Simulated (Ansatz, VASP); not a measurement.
## One calculation of SiNi3, two programs

File INCAR:

```
PREC     = Accurate       # precision mode
ENCUT    = 520            # plane-wave cutoff, eV
EDIFF    = 1E-6           # SCF threshold, eV
ISMEAR   = -1             # smearing method
SIGMA    = 0.05           # smearing width, eV
LREAL    = False          # projectors in reciprocal space
LASPH    = True           # aspherical terms in the spheres
NELM     = 150            # most SCF steps
ALGO     = Normal         # electronic algorithm
ISIF     = 2              # what is computed and relaxed
LWAVE    = False          # write WAVECAR
LCHARG   = False          # write CHGCAR
ISPIN    = 2              # spin polarisation
MAGMOM   = 1 1 1 0        # initial moments
LORBIT   = 11             # projections on sites
LMAXMIX  = 4              # l up to which the mixer works
GGA      = PS             # functional
NBANDS   = 29             # bands
```

KPOINTS

```
regular mesh
0
Gamma
  8 8 8
```

The input POSCAR:

```
SiNi3
1.0
    3.5182274716      0.0000000000      0.0000000000
    0.0000000000      3.5182274716      0.0000000000
    0.0000000000      0.0000000000      3.5182274716
Ni Si
3 1
Direct
    0.5000000000      0.5000000000      0.0000000000
    0.5000000000      0.0000000000      0.5000000000
    0.0000000000      0.5000000000      0.5000000000
    0.0000000000      0.0000000000      0.0000000000
```

input.yaml

```yaml
crystal:
  lattice:
    - [3.5182274716, 0.0, 0.0]
    - [0.0, 3.5182274716, 0.0]
    - [0.0, 0.0, 3.5182274716]
  atoms:
    - { symbol: Ni, position: [0.5, 0.5, 0.0], spin: 1.0 }
    - { symbol: Ni, position: [0.5, 0.0, 0.5], spin: 1.0 }
    - { symbol: Ni, position: [0.0, 0.5, 0.5], spin: 1.0 }
    - { symbol: Si, position: [0.0, 0.0, 0.0] }
hamiltonian:
  xc: pbesol
  pseudopotentials: { kind: paw }
magnetization:
  spin_polarized: true
kpoints:
  mp_grid: { grid: [8, 8, 8] }
scf:
  occupations: { method: fermi_dirac, width: 0.05 }
output:
  forces: true
  stress: true
  eigenvalues: true
```

Alike in both runs: task single point; functional PBEsol; k mesh 8 × 8 × 8; occupations fermi-dirac, width 0.05 eV; collinear spin.

|  | VASP | Ansatz |
| --- | --- | --- |
| version | VASP 6.6.1 | Ansatz 0.2.0 |
| potentials or method | VASP PAW PBE potentials, release 64 (Ni, Si) | Ansatz PAW |
| plane-wave cutoff (eV) | 520 | 420 |
| valence electrons in the cell | 34 | 58 |

Ansatz gave:

| Property | Result |
| --- | --- |
| gap on the k mesh at the Fermi level (eV) | none |
| pressure (GPa) | -10.5 |
| net moment per atom (μB) | 0.00 |

Q: What did VASP give for the same quantities?

A: gap on the k mesh at the Fermi level (eV): none; pressure (GPa): -10.3; net moment per atom (μB): 0.00.

VASP's potentials were made for PBE, not for PBEsol. A gap of «none» marks a metal or a gap that the smearing closes. VASP's potentials hold 34 valence electrons a cell and Ansatz's 58, so a difference there can come from the potentials and not from the codes.
